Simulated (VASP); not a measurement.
Set up this calculation in VASP 6.6.1, as the native input.

| Property | Result |
| --- | --- |
| Task | relaxation of cell and atoms |
| Functional | PBE |
| Potentials or basis | VASP PAW PBE potentials, release 64 (Cr_pv) |
| Cutoff | 600 eV |
| k mesh | 18 × 18 × 18 |
| Occupations | gaussian, width 0.1 eV |
| Spin | no spin polarisation |
| Dipole correction | no |
| Further INCAR settings | ALGO = Fast; EDIFF = 1e-07; IBRION = 2; EDIFFG = -0.01; NSW = 100; ISIF = 3 |

The structure of Cr lies in POSCAR:

```
Cr
1.0
    2.3412147518      0.0000000000      0.0000000000
    0.0000000000      2.3412147518      0.0000000000
    0.0000000000      0.0000000000      2.3412147518
Cr
1
Direct
    0.0000000000      0.0000000000      0.0000000000
```

One way to write it, as run:

INCAR

```
PREC = Accurate
ENCUT = 600
EDIFF = 1E-7
ISMEAR = 0
SIGMA = 0.1
LREAL = False
LASPH = True
NELM = 60
ALGO = Fast
ISIF = 3
LWAVE = False
LCHARG = False
GGA = PE
IBRION = 2
NSW = 100
EDIFFG = -0.01
```

KPOINTS

```
regular mesh
0
Gamma
  18 18 18
```

Potentials or basis: VASP PAW PBE potentials, release 64 (Cr_pv).

Launch:

```bash
$ cat potpaw_PBE.64/Cr_pv/POTCAR > POTCAR
$ mpirun -np 1 vasp_std > vasp.out
```

It gave:

The relaxed volume is 12.78 Å³/atom and the relaxed cell is a = 2.338 Å, b = 2.338 Å, c = 2.338 Å, α = 90.00°, β = 90.00°, γ = 90.00°. The space group after relaxing (to 0.05 Å) is Pm-3m (No. 221) and the energy gained by relaxing is 0.1 meV/atom. The ionic steps are 3 and the pressure after relaxing is 0.0 GPa. The band gap on the k mesh is zero (band 6 reaches 10.72 eV, above the bottom of band 7 at 9.04 eV).

Caveat: the run has no spin polarisation, though such a crystal can be magnetic.

It took 68 s on 1 thread of Intel(R) Xeon(R) Platinum 8259CL CPU @ 2.50GHz (Skylake/Cascade Lake), on a shared host, peak memory 0.16 GiB.
